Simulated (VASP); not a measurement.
# LaFeGe (P-6m2) in VASP: single point with PBEsol

Aim: the single point of LaFeGe with PBEsol.

All numbers are computed with VASP 6.6.1; they aren't measurements. Logs are shortened: lines on timing, memory, paths and dates and some standing lists are left out, and cuts for length are marked.

## (1) The cell of the first run

It takes space group P-6m2 (No. 187, hexagonal). Conventional cell: a = 4.232 Å, b = 4.232 Å, c = 4.286 Å, α = 90.00°, β = 90.00°, γ = 120.00°. Within 4.3 Å of La (site symmetry -6m2) lie 6 Ge at 3.25 Å and 6 Fe at 3.25 Å and 8 La at 4.23 to 4.29 Å. Ge (site symmetry -6m2) has 3 Fe at 2.44 Å and 6 La at 3.25 Å within 3.3 Å. Within 3.3 Å of Fe (site symmetry -6m2) lie 3 Ge at 2.44 Å and 6 La at 3.25 Å.

## (2) Single point, PBEsol, collinear spin, ferromagnetic start

The input, INCAR:

```
PREC     = Accurate       # precision mode
ENCUT    = 620            # plane-wave cutoff, eV
EDIFF    = 1E-6           # SCF threshold, eV
ISMEAR   = 0              # smearing method
SIGMA    = 0.005          # smearing width, eV
LREAL    = False          # projectors in reciprocal space
LASPH    = True           # aspherical terms in the spheres
NELM     = 300            # most SCF steps
ALGO     = All            # electronic algorithm
ISIF     = 2              # what is computed and relaxed
LWAVE    = False          # write WAVECAR
LCHARG   = False          # write CHGCAR
ISPIN    = 2              # spin polarisation
MAGMOM   = 0 0 3          # initial moments
LORBIT   = 11             # projections on sites
LMAXMIX  = 6              # l up to which the mixer works
GGA      = PS             # functional
NBANDS   = 28             # bands
GGA_COMPAT= False        
ISEARCH  = 1            
KPAR     = 4
```

The input, KPOINTS:

```
Automatic mesh
0
Gamma
  6 6 5
```

The input, POSCAR:

```
LaFeGe
1.0
    4.2318077991      0.0000000000      0.0000000000
   -2.1159038996      3.6648530580      0.0000000000
    0.0000000000      0.0000000000      4.2857840000
La Ge Fe
1 1 1
Direct
    0.0000000000      0.0000000000      0.0000000000
    0.6666666667      0.3333333333      0.5000000000
    0.3333333333      0.6666666667      0.5000000000
```

Potentials or basis: VASP PAW PBE potentials, release 64 (La, Ge_d, Fe).

On the command line:

```
cat potpaw_PBE.64/La/POTCAR potpaw_PBE.64/Ge_d/POTCAR potpaw_PBE.64/Fe/POTCAR > POTCAR
mpirun -np 4 vasp_std > vasp.out
```

OUTCAR:

```text
PREC = Accurate
   ENCUT = 620
   EDIFF = 1E-6
   ISMEAR = 0
   LREAL = False
   LASPH = True
   NELM = 300
   ISIF = 2
   ISPIN = 2
   LORBIT = 11
   GGA = PS

 ion  position               nearest neighbor table
   1  0.000  0.000  0.000-   2 3.25   3 3.25   2 3.25   3 3.25   2 3.25   2 3.25   3 3.25   3 3.25
                             2 3.25   2 3.25   3 3.25   3 3.25
   2  0.667  0.333  0.500-   3 2.44   3 2.44   3 2.44   1 3.25   1 3.25   1 3.25   1 3.25   1 3.25
                             1 3.25
   3  0.333  0.667  0.500-   2 2.44   2 2.44   2 2.44   1 3.25   1 3.25   1 3.25   1 3.25   1 3.25
                             1 3.25

  LATTYP: Found a hexagonal cell.
 ALAT       =     4.2318077991
 C/A-ratio  =     1.0127548801

  Lattice vectors:

 A1 = (   4.2318077991,   0.0000000000,   0.0000000000)
 A2 = (  -2.1159038996,   3.6648530580,   0.0000000000)
 A3 = (   0.0000000000,   0.0000000000,   4.2857840000)

Analysis of symmetry for initial positions (statically):
=====================================================================
 Subroutine PRICEL returns:
 Original cell was already a primitive cell.

 Routine SETGRP: Setting up the symmetry group for a
 hexagonal supercell.

 Subroutine GETGRP returns: Found 12 space group operations
 (whereof 12 operations were pure point group operations)
 out of a pool of 24 trial point group operations.

The static configuration has the point symmetry D_3h.

Analysis of symmetry for dynamics (positions and initial velocities):
=====================================================================
 Subroutine PRICEL returns:
 Original cell was already a primitive cell.

 Routine SETGRP: Setting up the symmetry group for a
 hexagonal supercell.

 Subroutine GETGRP returns: Found 12 space group operations
 (whereof 12 operations were pure point group operations)
 out of a pool of 24 trial point group operations.

The dynamic configuration has the point symmetry D_3h.

Analysis of structural, dynamic, and magnetic symmetry:
=====================================================================
 Subroutine PRICEL returns:
 Original cell was already a primitive cell.

 Routine SETGRP: Setting up the symmetry group for a
 hexagonal supercell.

[... 124 lines left out ...]
  Fermi-wavevector in a.u.,A,eV,Ry     =   1.296309  2.449669 22.863463  1.680417
  Thomas-Fermi vector in A             =   2.427774
   LORBIT       =     11    0 simple, 1 ext, 2 COOP (PROOUT), +10 PAW based schemes
   GGA     = PS    functional components
   LHFCALC =     F    Hartree Fock is set to
   AEXX    =    0.0000 exact exchange contribution
   IVDW    =     0    specifies the selected vdW correction
   LEPSILON=     F    determine dielectric tensor
   LRPA    =     F    only Hartree local field effects (RPA)
 spin polarized calculation
 Gauss-broadening in eV      SIGMA  =   0.01
  energy-cutoff  :      620.00
  volume of cell :       66.47
 maximum number of plane-waves:      2363
 NGX is ok and might be reduce to    36
   NGX = 17   NGY = 17   NGZ = 17

 number of electron      32.9999994 magnetization       2.3220020

 Free energy of the ion-electron system (eV)
  ---------------------------------------------------
  ext. energy  EPLUGINS =         0.00000000
  ---------------------------------------------------
  free energy    TOTEN  =       -20.23055633 eV

  energy without entropy =      -20.23045860  energy(sigma->0) =      -20.23050746

 E-fermi :   6.8028     XC(G=0): -10.8248

 val. band max:        6.7932075925   @ k =   0.3333   0.3333   0.2000
 cond. band min:       6.8041248052   @ k =   0.1667   0.1667   0.4000
 fundamental gap:      0.0109172126
 Fermi energy:         6.8027686656

 spin component 1

 k-point     1 :       0.0000    0.0000    0.0000
  band No.  band energies     occupation
      1     -25.4403      1.00000
      2     -16.7594      1.00000
      3     -16.7354      1.00000
      4     -16.7354      1.00000
      5     -16.7057      1.00000
      6     -16.7057      1.00000
[... 640 lines left out ...]
     27      11.3600      0.00000
     28      11.4467      0.00000
 Fermi energy:         6.8027686656

 spin component 2

 k-point     1 :       0.0000    0.0000    0.0000
  band No.  band energies     occupation
      1     -25.4577      1.00000
      2     -16.7437      1.00000
      3     -16.7288      1.00000
      4     -16.7288      1.00000
      5     -16.7092      1.00000
      6     -16.7092      1.00000
[... 640 lines left out ...]
     27      11.3579      0.00000
     28      11.6388      0.00000

------------------------ aborting loop because EDIFF is reached ----------------------------------------

  FORCE on cell =-STRESS in cart. coord.  units (eV):
  Direction    XX          YY          ZZ          XY          YZ          ZX
  --------------------------------------------------------------------------------------
  -------------------------------------------------------------------------------------
  Total       -1.5455453     -1.5455453     -1.6685127      0.0000000     -0.0000000      0.0000000
  in kB      -37.2545691    -37.2545691    -40.2186333      0.0000000     -0.0000000      0.0000000
  external PRESSURE =     -38.2425905 kB  Pullay stress =       0.0000000 kB

 VOLUME and BASIS-vectors are now :
 -----------------------------------------------------------------------------
  energy-cutoff  :      620.00
  volume of cell :       66.47
      direct lattice vectors                 reciprocal lattice vectors
     4.231807799  0.000000000  0.000000000     0.236305628  0.136431118  0.000000000
    -2.115903900  3.664853058  0.000000000     0.000000000  0.272862236  0.000000000
     0.000000000  0.000000000  4.285784000     0.000000000  0.000000000  0.233329538

 POSITION                                       TOTAL-FORCE (eV/Angst)
 -----------------------------------------------------------------------------------
      0.00000      0.00000      0.00000        -0.000000      0.000000      0.000000
      2.11590      1.22162      2.14289        -0.000000      0.000000      0.000000
     -0.00000      2.44324      2.14289         0.000000     -0.000000      0.000000
 -----------------------------------------------------------------------------------
    total drift:                               -0.000002      0.000001      0.000000

  FREE ENERGIE OF THE ION-ELECTRON SYSTEM (eV)
  ---------------------------------------------------
  free  energy   TOTEN  =       -20.2305563308 eV

  energy  without entropy=      -20.2304583503  energy(sigma->0) =      -20.23050734

 total charge

# of ion       s       p       d       f       tot
--------------------------------------------------
    1        2.042   5.622   0.713   0.132   8.510
    2        1.128   1.306  10.016   0.000  12.451
    3        0.457   0.355   6.263   0.000   7.075
--------------------------------------------------
tot          3.628   7.283  16.992   0.132  28.035

 magnetization (x)

# of ion       s       p       d       f       tot
--------------------------------------------------
    1       -0.005   0.006  -0.037   0.001  -0.034
    2        0.001   0.009   0.004   0.000   0.014
    3        0.030   0.045   2.201   0.000   2.276
--------------------------------------------------
tot          0.027   0.061   2.168   0.001   2.256
```

Run time: 2.3 min. Hardware: 4 MPI ranks of Intel Xeon Platinum 8375C at 2.90GHz (Ice Lake), shared host; peak memory 0.39 GiB.

What came out:

```yaml
Free_energy: -20.2306 eV
Pressure: -3.8 GPa
Net_moment: 2.32 μB per cell
Site_moments: La -0.03; Ge +0.01; Fe +2.28 μB
Valence_electrons_inside_the_program's_atomic_spheres: La 8.51; Ge 12.45; Fe 7.08
```

Levels at points of the mesh, in eV from the Fermi level:
Spin up:
| k point | band 15 | band 16 | band 17 | band 18 | band 19 | band 20 | band 21 | band 22 |
| --- | --- | --- | --- | --- | --- | --- | --- | --- |
| (0.00, 0.00, 0.00) | -1.87 | 0.10 | 0.30 | 0.30 | 0.44 | 1.81 | 2.48 | 2.48 |
| (0.50, 0.00, 0.00) | -2.02 | -2.00 | -0.13 | -0.09 | 0.56 | 2.08 | 2.39 | 2.46 |
Spin down:
| k point | band 11 | band 12 | band 13 | band 14 | band 15 | band 16 | band 17 | band 18 | band 19 | band 20 |
| --- | --- | --- | --- | --- | --- | --- | --- | --- | --- | --- |
| (0.00, 0.00, 0.00) | -1.99 | -1.99 | -1.66 | -0.15 | -0.15 | 0.23 | 0.92 | 0.97 | 0.97 | 2.43 |
| (0.50, 0.00, 0.00) | -3.98 | -1.62 | -1.38 | -1.00 | -0.41 | -0.07 | 0.68 | 0.98 | 1.53 | 2.17 |

Caveat: the cell stands under tension; the PAW data sets were made with another functional, which shifts forces and pressure a little; spin-orbit coupling is left out, which moves the levels of the heavy elements.
